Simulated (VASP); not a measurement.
Crystal: Mg2Sn.

```
Sn Mg
1.0
     0.00000    3.37994    3.37994
     3.37994    0.00000    3.37994
     3.37994    3.37994    0.00000
Sn Mg
1 2
Cartesian
  0.0000 0.0000 0.0000
  1.6900 1.6900 1.6900
  5.0699 5.0699 5.0699
```

Base run:

```yaml
Program: VASP 6.6.1
Functional: HSE06
Potentials_or_basis: VASP PAW PBE potentials, release 64 (Sn_d, Mg)
Cutoff: 520 eV
k_mesh: 4 × 4 × 4
Occupations: fermi-dirac, width 0.02 eV
Spin: no spin polarisation
```

Its results: band gap on the k mesh 0.17 eV, indirect (least direct gap 2.07 eV); pressure -0.1 GPa.

Question: The run is repeated on the same cell with these changes: functional from HSE06 to PBE0; occupations from fermi-dirac, width 0.02 eV to gaussian, width 0.01 eV. What comes out?

Answer: Band gap on the k mesh zero (band 9 reaches 4.32 eV, above the bottom of band 10 at 3.98 eV); pressure 0.1 GPa.

Caveats: some runs use coarse meshes; the PAW data sets were made with another functional, which shifts forces and pressure a little; spin-orbit coupling is left out, which moves the levels of the heavy elements.

A k mesh can miss the band edges.
